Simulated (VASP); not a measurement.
A run of VASP 6.6.1:

INCAR

```
SYSTEM = GaN
PREC = Accurate
ENCUT = 600
EDIFF = 1E-7
ISMEAR = -1
SIGMA = 0.1
LREAL = .False.
LASPH = .True.
NELM = 60
ALGO = Normal
ISIF = 3
LWAVE = .False.
LCHARG = .False.
GGA = PS
IBRION = 2
NSW = 100
EDIFFG = -0.002
```

KPOINTS

```
Automatic mesh
0
Gamma
  14 14 14
  0 0 0
```

POSCAR

```
GaN
1.0
    2.2535006075      2.2535006075      0.0000000000
   -2.2535006075      2.2535006075      0.0000000000
    0.0000000000      2.2535006075      2.2535006075
Ga N
1 1
Direct
    0.0000000000      0.0000000000      0.0000000000
    0.2500000000      0.7500000000      0.5000000000
```

Potentials or basis: VASP PAW PBE potentials, release 64 (Ga_d, N).

Launch:

```console
$ cat potpaw_PBE.64/Ga_d/POTCAR potpaw_PBE.64/N/POTCAR > POTCAR
$ mpirun -np 1 vasp_std > vasp.out
```

Hardware: 1 thread of Intel Xeon 8259CL (shared host).

Problem. Estimate the wall time of this run.

Solution. It took 120 s on 1 thread of Intel Xeon 8259CL, on a shared host, peak memory 0.17 GiB. Counts: scf iterations 47, k points 104, ion steps 7.
